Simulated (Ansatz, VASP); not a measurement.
# Ba2C in VASP and in Ansatz

```
Ba C
1.0
     0.00000    4.86902    0.00000
     4.86902    0.00000    0.00000
     2.43451    2.43451   -8.23843
Ba C
4 2
Direct
  0.50000 0.00000 0.00000
  0.00000 0.50000 0.00000
  0.32500 0.32500 0.35000
  0.67500 0.67500 0.65000
  0.13600 0.13600 0.72800
  0.86400 0.86400 0.27200
```

Alike in both runs: task single point; functional PBE; k mesh 4 × 4 × 4; occupations gaussian, width 0.0102 eV; collinear spin.

|  | VASP | Ansatz |
| --- | --- | --- |
| version | VASP 6.6.1 | Ansatz 0.2.0 |
| potentials or method | VASP PAW PBE potentials, release 64 (Ba_sv, C), cutoff 520 eV | PAW plane waves |
| valence electrons in the cell | 48 | 48 |

Ansatz gave:

- gap on the k mesh at the Fermi level (eV): none
- pressure (GPa): -2.9
- traceless stress, the component that is largest in VASP (GPa): -1.78
- rms of the force components (eV/Å): 0.541
- net moment per atom (μB): 0.10
- size of the moment on the site where the two differ most (μB): 0.30

Problem. Estimate VASP's values.

Solution. gap on the k mesh at the Fermi level (eV): none; pressure (GPa): -2.2; traceless stress, the component that is largest in VASP (GPa): -1.78; rms of the force components (eV/Å): 0.551; net moment per atom (μB): 0.10; size of the moment on the site where the two differ most (μB): 0.16.

Site moments also hang on the region over which each program counts them. Atom by atom the forces differ by 0.017 eV/Å (rms over components). A gap of «none» marks a metal or a gap that the smearing closes. With one functional, cell and mesh, what is left measures potentials, basis and numerics. Ansatz's warnings: seeded moment not kept.

Neither program's run includes spin-orbit coupling.
